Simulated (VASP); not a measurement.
# Al2BO (R-3m) in VASP: relaxation of cell and atoms with PBE

Aim: the relaxation of cell and atoms of Al2BO with PBE.

Program: VASP 6.6.1. These are calculated values, not measurements. Logs are shortened: lines on timing, memory, paths and dates and some standing lists are left out, and cuts for length are marked.

## Step 1: The cell of the first run

It takes space group R-3m (No. 166, trigonal). Conventional cell: a = 3.008 Å, b = 3.008 Å, c = 15.724 Å, α = 90.00°, β = 90.00°, γ = 120.00°. Within 2.8 Å of Al (site symmetry 3m) lie 3 B at 2.14 Å and 3 O at 2.22 Å. Within 2.8 Å of B (site symmetry -3m) lie 6 Al at 2.14 Å. O (site symmetry -3m) has 6 Al at 2.22 Å within 2.9 Å.

## Step 2: Relaxation of cell and atoms, PBE

Contents of INCAR:

```
SYSTEM = Al2BO
ALGO = Normal
EDIFF = 1E-7
EDIFFG = -0.01
ENCUT = 600
GGA = PE
IBRION = 2
ISIF = 3
ISMEAR = 0
LASPH = .True.
LCHARG = .False.
LREAL = .False.
LWAVE = .False.
NELM = 100
NSW = 100
PREC = Accurate
SIGMA = 0.1
```

Contents of KPOINTS:

```
k-points
0
Gamma
  18 18 18
  0 0 0
```

Contents of POSCAR:

```
Al2BO
1.0
    1.5038339575      0.8682389402      5.2412023405
   -1.5038339575      0.8682389402      5.2412023405
    0.0000000000     -1.7364778803      5.2412023405
Al B O
2 1 1
Direct
    0.7541640683      0.7541640683      0.7541640683
    0.2458359317      0.2458359317      0.2458359317
    0.5000000000      0.5000000000      0.5000000000
    0.0000000000      0.0000000000      0.0000000000
```

Potentials or basis: VASP PAW PBE potentials, release 64 (Al, B, O).

Command:

```sh
$ cat potpaw_PBE.64/Al/POTCAR potpaw_PBE.64/B/POTCAR potpaw_PBE.64/O/POTCAR > POTCAR
$ mpirun -np 1 vasp_std > vasp.out
```

OUTCAR:

```text
SYSTEM = Al2BO
   EDIFF = 1E-7
   EDIFFG = -0.01
   ENCUT = 600
   GGA = PE
   IBRION = 2
   ISIF = 3
   ISMEAR = 0
   LASPH = .True.
   LREAL = .False.
   NELM = 100
   NSW = 100
   PREC = Accurate

 ion  position               nearest neighbor table
   1  0.754  0.754  0.754-   3 2.14   3 2.14   3 2.14   4 2.22   4 2.22   4 2.22   2 3.04   2 3.04
                             2 3.04   2 3.25   2 3.25   2 3.25
   2  0.246  0.246  0.246-   3 2.14   3 2.14   3 2.14   4 2.22   4 2.22   4 2.22   1 3.04   1 3.04
                             1 3.04   1 3.25   1 3.25   1 3.25
   3  0.500  0.500  0.500-   2 2.14   1 2.14   2 2.14   2 2.14   1 2.14   1 2.14
   4  0.000  0.000  0.000-   1 2.22   2 2.22   1 2.22   1 2.22   2 2.22   2 2.22

  LATTYP: Found a trigonal (rhomboedric) cell.
 ALAT       =     5.5213727825
 COS(alpha) =     0.8516335757

  Lattice vectors:

 A1 = (   1.5038339575,   0.8682389402,   5.2412023405)
 A2 = (  -1.5038339575,   0.8682389402,   5.2412023405)
 A3 = (   0.0000000000,  -1.7364778803,   5.2412023405)

Analysis of symmetry for initial positions (statically):
=====================================================================
 Subroutine PRICEL returns:
 Original cell was already a primitive cell.

 Routine SETGRP: Setting up the symmetry group for a
 trigonal (rhombohedral) supercell.

 Subroutine GETGRP returns: Found 12 space group operations
 (whereof 12 operations were pure point group operations)
 out of a pool of 12 trial point group operations.

The static configuration has the point symmetry D_3d.

Analysis of symmetry for dynamics (positions and initial velocities):
=====================================================================
 Subroutine PRICEL returns:
 Original cell was already a primitive cell.

 Routine SETGRP: Setting up the symmetry group for a
 trigonal (rhombohedral) supercell.

 Subroutine GETGRP returns: Found 12 space group operations
 (whereof 12 operations were pure point group operations)
 out of a pool of 12 trial point group operations.

The dynamic configuration has the point symmetry D_3d.

 Subroutine INISYM returns: Found 12 space group operations
 (whereof 12 operations are pure point group operations),
 and found     1 'primitive' translations

----------------------------------------------------------------------------------------

                                     Primitive cell

  volume of cell :      41.0602

  direct lattice vectors                    reciprocal lattice vectors
     1.503833957  0.868238940  5.241202341     0.332483515  0.191959447  0.063598639
    -1.503833957  0.868238940  5.241202341    -0.332483515  0.191959447  0.063598639
     0.000000000 -1.736477880  5.241202341     0.000000000 -0.383918894  0.063598639

  length of vectors
     5.521372782  5.521372782  5.521372782     0.389151004  0.389151004  0.389151004

  position of ions in fractional coordinates (direct lattice)
     0.754164068  0.754164068  0.754164068
     0.245835932  0.245835932  0.245835932
     0.500000000  0.500000000  0.500000000
     0.000000000  0.000000000  0.000000000

  ion indices of the primitive-cell ions
   primitive index   ion index
                 1           1
                 2           2
                 3           3
                 4           4

----------------------------------------------------------------------------------------

 KPOINTS: k-points

Automatic generation of k-mesh.
 Grid dimensions read from file:
 generate k-points for:   18   18   18

 Generating k-lattice:

  Cartesian coordinates                     Fractional coordinates (reciprocal lattice)
     0.018471306  0.010664414  0.003533258     0.055555556  0.000000000 -0.000000000
    -0.018471306  0.010664414  0.003533258     0.000000000  0.055555556 -0.000000000
     0.000000000 -0.021328827  0.003533258     0.000000000  0.000000000  0.055555556

  Length of vectors
     0.021619500  0.021619500  0.021619500

  Shift w.r.t. Gamma in fractional coordinates (k-lattice)
     0.000000000  0.000000000  0.000000000

 Subroutine IBZKPT returns following result:
 ===========================================

 Found    580 irreducible k-points:

 Following reciprocal coordinates:
            Coordinates               Weight
  0.000000  0.000000  0.000000      1.000000
  0.055556 -0.000000  0.000000      6.000000
  0.111111 -0.000000  0.000000      6.000000
  0.166667 -0.000000  0.000000      6.000000
  0.222222  0.000000  0.000000      6.000000
  0.277778 -0.000000  0.000000      6.000000
[... 16 lines left out ...]
 -0.277778  0.055556 -0.000000     12.000000
 -0.222222  0.055556  0.000000     12.000000
 [... further k-points ...]
   k-points           NKPTS =    580   k-points in BZ     NKDIM =    580   number of bands    NBANDS=     11
   number of dos      NEDOS =    301   number of ions     NIONS =      4
   total plane-waves  NPLWV = 110592
   dimension x,y,z NGX =    48 NGY =   48 NGZ =   48
   dimension x,y,z NGXF=    96 NGYF=   96 NGZF=   96
   ions per type =               2   1   1
   NGX,Y,Z   is equivalent  to a cutoff of  14.45, 14.45, 14.45 a.u.
   NGXF,Y,Z  is equivalent  to a cutoff of  28.91, 28.91, 28.91 a.u.
 SYSTEM =  Al2BO
   PREC   = accura    normal or accurate (medium, high low for compatibility)
   ISTART =      0    job   : 0-new  1-cont  2-samecut
   ICHARG =      2    charge: 1-file 2-atom 10-const
   ISPIN  =      1    spin polarized calculation?
   LNONCOLLINEAR =      F non collinear calculations
   LSORBIT =      F    spin-orbit coupling
   LASPH  =      T    aspherical Exc in radial PAW
   ENCUT  =  600.0 eV  44.10 Ry    6.64 a.u.  11.03 11.03 11.03*2*pi/ulx,y,z
   NELM   =    100;   NELMIN=  2; NELMDL= -5     # of ELM steps
   EDIFF  = 0.1E-06   stopping-criterion for ELM
   LREAL  =      F    real-space projection
   EDIFFG = -.1E-01   stopping-criterion for IOM
   NSW    =    100    number of steps for IOM
   IBRION =      2    ionic relax: 0-MD 1-quasi-New 2-CG
   NFREE  =      1    steps in history (QN), initial steepest desc. (CG)
   ISIF   =      3    stress and relaxation
   ISYM   =      2    0-nonsym 1-usesym 2-fastsym
   POTIM  = 0.5000    time-step for ionic-motion
   TEBEG  =    0.0;   TEEND  =   0.0 temperature during run
   PSTRESS=    0.0 pullay stress
   NELECT =      15.0000    total number of electrons
   NUPDOWN=      -1.0000    fix difference up-down
   EMIN   =  10.00;   EMAX   =-10.00  energy-range for DOS
   EFERMI =   0.00;   METHOD = LEGACY
   ISMEAR =     0;   SIGMA  =   0.10  broadening in eV -4-tet -1-fermi 0-gaus
   EFERMI_NEDOS =   21; number of points for ismear=-14 and -15
   IALGO  =     38    algorithm
   IMIX   =      4    mixing-type and parameters
     AMIX     =   0.40;   BMIX     =  1.00
     AMIX_MAG =   1.60;   BMIX_MAG =  1.00
  volume/ion in A,a.u.               =      10.27        69.27
  Fermi-wavevector in a.u.,A,eV,Ry     =   1.170303  2.211551 18.634648  1.369608
  Thomas-Fermi vector in A             =   2.306763
   LORBIT       =      0    0 simple, 1 ext, 2 COOP (PROOUT), +10 PAW based schemes
   GGA     = PE    functional components
   LHFCALC =     F    Hartree Fock is set to
   AEXX    =    0.0000 exact exchange contribution
   IVDW    =     0    specifies the selected vdW correction
   LEPSILON=     F    determine dielectric tensor
   LRPA    =     F    only Hartree local field effects (RPA)
 conjugate gradient relaxation of ions
 non-spin polarized calculation
 Gauss-broadening in eV      SIGMA  =   0.10
  energy-cutoff  :      600.00
  volume of cell :       41.06
 maximum number of plane-waves:      1391
 NGX is ok and might be reduce to    48
   NGX = 21   NGY = 21   NGZ = 21

--------------------------------------- Ionic step        1  -------------------------------------------

 number of electron      15.0000001 magnetization

 Free energy of the ion-electron system (eV)
  ---------------------------------------------------
  ext. energy  EPLUGINS =         0.00000000
  ---------------------------------------------------
  free energy    TOTEN  =       -22.09634608 eV

  energy without entropy =      -22.09306789  energy(sigma->0) =      -22.09470698

------------------------ aborting loop because EDIFF is reached ----------------------------------------

  FORCE on cell =-STRESS in cart. coord.  units (eV):
  Direction    XX          YY          ZZ          XY          YZ          ZX
  --------------------------------------------------------------------------------------
  -------------------------------------------------------------------------------------
  Total        0.0448669      0.0448669     -0.2509289      0.0000000     -0.0000000     -0.0000000
  in kB        1.7507131      1.7507131     -9.7912906      0.0000000     -0.0000000     -0.0000000
  external PRESSURE =      -2.0966215 kB  Pullay stress =       0.0000000 kB
[... 99 lines left out ...]
  energy  without entropy=      -22.0937037825  energy(sigma->0) =      -22.09530476

--------------------------------------- Ionic step        4  -------------------------------------------

 number of electron      15.0000001 magnetization

 Free energy of the ion-electron system (eV)
  ---------------------------------------------------
  ext. energy  EPLUGINS =         0.00000000
  ---------------------------------------------------
  free energy    TOTEN  =       -22.09692408 eV

  energy without entropy =      -22.09372165  energy(sigma->0) =      -22.09532286

 E-fermi :   9.2013     XC(G=0): -11.2392

 val. band max:        9.1997233450   @ k =  -0.3333   0.1667   0.1667
 cond. band min:       9.2018353431   @ k =   0.2222   0.2222   0.0556
 fundamental gap:      0.0021119981
 Fermi energy:         9.2012885862

 k-point     1 :       0.0000    0.0000    0.0000
  band No.  band energies     occupation
      1     -12.0373      2.00000
      2      -2.5112      2.00000
      3      -0.3134      2.00000
      4       4.3884      2.00000
      5       4.3884      2.00000
      6       6.9300      2.00000
      7       8.6011      2.00000
      8      11.6837      0.00000
      9      11.6837      0.00000
     10      17.2890      0.00000
     11      17.2890      0.00000
[... 309 lines left out ...]
 k-point    24 :      -0.2222    0.0556    0.0000
  band No.  band energies     occupation
      1     -11.5882      2.00000
      2      -1.5344      2.00000
      3       0.7465      2.00000
      4       2.2111      2.00000
      5       3.8908      2.00000
      6       6.6033      2.00000
      7       7.5762      2.00000
      8       9.8261      0.00000
      9      11.0895      0.00000
     10      14.0869      0.00000
     11      15.9535      0.00000

 [... further k-points ...]

------------------------ aborting loop because EDIFF is reached ----------------------------------------

  FORCE on cell =-STRESS in cart. coord.  units (eV):
  Direction    XX          YY          ZZ          XY          YZ          ZX
  --------------------------------------------------------------------------------------
  -------------------------------------------------------------------------------------
  Total       -0.0103120     -0.0103120     -0.0044547      0.0000000     -0.0000000      0.0000000
  in kB       -0.4026100     -0.4026100     -0.1739249      0.0000000     -0.0000000      0.0000000
  external PRESSURE =      -0.3263817 kB  Pullay stress =       0.0000000 kB
[... 19 lines left out ...]
  FREE ENERGIE OF THE ION-ELECTRON SYSTEM (eV)
  ---------------------------------------------------
  free  energy   TOTEN  =       -22.0969240805 eV

  energy  without entropy=      -22.0937216489  energy(sigma->0) =      -22.09532286

 reached required accuracy - stopping structural energy minimisation
```

It took 34 min on 1 thread of Intel Xeon Platinum 8488C (Sapphire Rapids), shared host; peak memory 0.62 GiB.

What came out:

- Free energy: -22.0969 eV
- Relaxed volume: 10.26 Å³/atom
- Relaxed cell: a = 5.509 Å, b = 5.509 Å, c = 5.509 Å, α = 31.72°, β = 31.72°, γ = 31.72°
- Space group after relaxing (to 0.05 Å): R-3m (No. 166)
- Energy gained by relaxing: 0.1 meV/atom
- Ionic steps: 4
- Pressure after relaxing: 0.0 GPa

The path:
| step | energy change (eV) | largest force (eV/Å) | pressure (GPa) | volume (Å³) |
| --- | --- | --- | --- | --- |
| 1 | 0.0000 | 0.0659 | -0.21 | 41.06 |
| 2 | -0.0006 | 0.0068 | 0.18 | 40.98 |
| 3 | -0.0006 | 0.0006 | 0.14 | 40.99 |
| 4 | -0.0006 | 0.0004 | -0.03 | 41.04 |

Final structure:
```cif
data_structure
_symmetry_space_group_name_H-M 'P 1'
_symmetry_Int_Tables_number 1
_cell_length_a 5.5088
_cell_length_b 5.5088
_cell_length_c 5.5088
_cell_angle_alpha 31.718
_cell_angle_beta 31.718
_cell_angle_gamma 31.718
_cell_volume 41.04
loop_
_atom_site_label
_atom_site_type_symbol
_atom_site_fract_x
_atom_site_fract_y
_atom_site_fract_z
_atom_site_occupancy
Al1 Al 0.75436 0.75436 0.75436 1
Al2 Al 0.24564 0.24564 0.24564 1
B1 B 0.50000 0.50000 0.50000 1
O1 O 0.00000 0.00000 0.00000 1
```

Caveat: an odd number of electrons without spin polarisation forces a metal; a magnetic or distorted state may lie lower.
